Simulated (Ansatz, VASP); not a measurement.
# Two plane-wave programs on LiBiSe2

```
Li Bi Se
1.0
     2.01786    1.16501    6.47840
    -2.01786    1.16501    6.47840
     0.00000   -2.33002    6.47840
Li Bi Se
1 1 2
Cartesian
  2.0179 1.1650 6.4784
  0.0000 0.0000 9.7176
  0.0000 0.0000 4.9430
  0.0000 0.0000 14.4922
```

Alike in both runs: task single point; functional r2SCAN; k mesh 6 × 6 × 6; no spin polarisation.

|  | VASP | Ansatz |
| --- | --- | --- |
| version | VASP 6.6.1 | Ansatz 0.2.0 |
| potentials or method | VASP PAW PBE potentials, release 64 (Li_sv, Bi_d, Se) | plane waves, PAW |
| plane-wave cutoff (eV) | 520 | 500 |
| occupations | gaussian, width 0.01 eV | fixed |
| valence electrons in the cell | 30 | 50 |

```tsv
	VASP	Ansatz	Ansatz less VASP
gap on the k mesh at the Fermi level (eV)	1.42	1.41	-0.009
rms of the force components (eV/Å)	0.175	0.164	-0.0111
```

VASP's potentials were made for PBE, not for r2SCAN. Atom by atom the forces differ by 0.011 eV/Å (rms over components). VASP's potentials hold 30 valence electrons a cell and Ansatz's 50, so a difference there can come from the potentials and not from the codes.

Neither program's run includes spin-orbit coupling. Noted on VASP's run: the cutoff is short for stress, so the pressure is rough.
